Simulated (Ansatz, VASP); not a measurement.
**CsBr in VASP and in Ansatz**

File INCAR:

```
SYSTEM = CsBr
ALGO     = Normal         ! electronic algorithm
EDIFF    = 1E-6           ! SCF threshold, eV
ENCUT    = 500            ! plane-wave cutoff, eV
GGA      = PE             ! functional
GGA_COMPAT= .False.      
ISIF     = 2              ! what is computed and relaxed
ISMEAR   = 0              ! smearing method
LASPH    = .True.         ! aspherical terms in the spheres
LCHARG   = .False.        ! write CHGCAR
LREAL    = .False.        ! projectors in reciprocal space
LWAVE    = .False.        ! write WAVECAR
NBANDS   = 15             ! bands
NELM     = 120            ! most SCF steps
PREC     = Accurate       ! precision mode
SIGMA    = 0.02           ! smearing width, eV
```

The input KPOINTS:

```
k-points
0
Gamma
  6 6 6
  0 0 0
```

POSCAR

```
CsBr
1.0
    4.2860000000      0.0000000000      0.0000000000
    0.0000000000      4.2860000000      0.0000000000
    0.0000000000      0.0000000000      4.2860000000
Cs Br
1 1
Direct
    0.0000000000      0.0000000000      0.0000000000
    0.5104993000      0.5000000000      0.5000000000
```

Input for Ansatz:

```yaml
crystal:
  lattice:
    - [4.286, 0.0, 0.0]
    - [0.0, 4.286, 0.0]
    - [0.0, 0.0, 4.286]
  atoms:
    - { symbol: Cs, position: [0.0, 0.0, 0.0] }
    - { symbol: Br, position: [0.5104993, 0.5, 0.5] }
basis:
  ecutwfc: 420
kpoints:
  mp_grid: { grid: [6, 6, 6] }
hamiltonian:
  xc: pbe
scf:
  occupations: { method: gaussian, width: 0.02 }
output:
  forces: true
  stress: true
  eigenvalues: true
  populations: true
```

Change from the starting cell: one atom moved.

Alike in both runs: task single point; functional PBE; k mesh 6 × 6 × 6; occupations gaussian, width 0.02 eV; no spin polarisation.

|  | VASP | Ansatz |
| --- | --- | --- |
| version | VASP 6.6.1 | Ansatz 0.2.0 |
| potentials or method | VASP PAW PBE potentials, release 64 (Cs_sv, Br), cutoff 500 eV | scalar-relativistic, plane waves, PAW |
| valence electrons in the cell | 16 | 16 |

|  | VASP | Ansatz | Ansatz less VASP |
| --- | --- | --- | --- |
| gap on the k mesh at the Fermi level (eV) | 4.52 | 4.53 | +0.010 |
| least direct gap on the mesh (eV) | 4.52 | 4.53 | +0.010 |
| pressure (GPa) | 1.1 | 1.1 | -0.05 |
| rms of the force components (eV/Å) | 0.023 | 0.023 | -0.0005 |

Atom by atom the forces differ by 0.001 eV/Å (rms over components).

Neither program's run includes spin-orbit coupling.
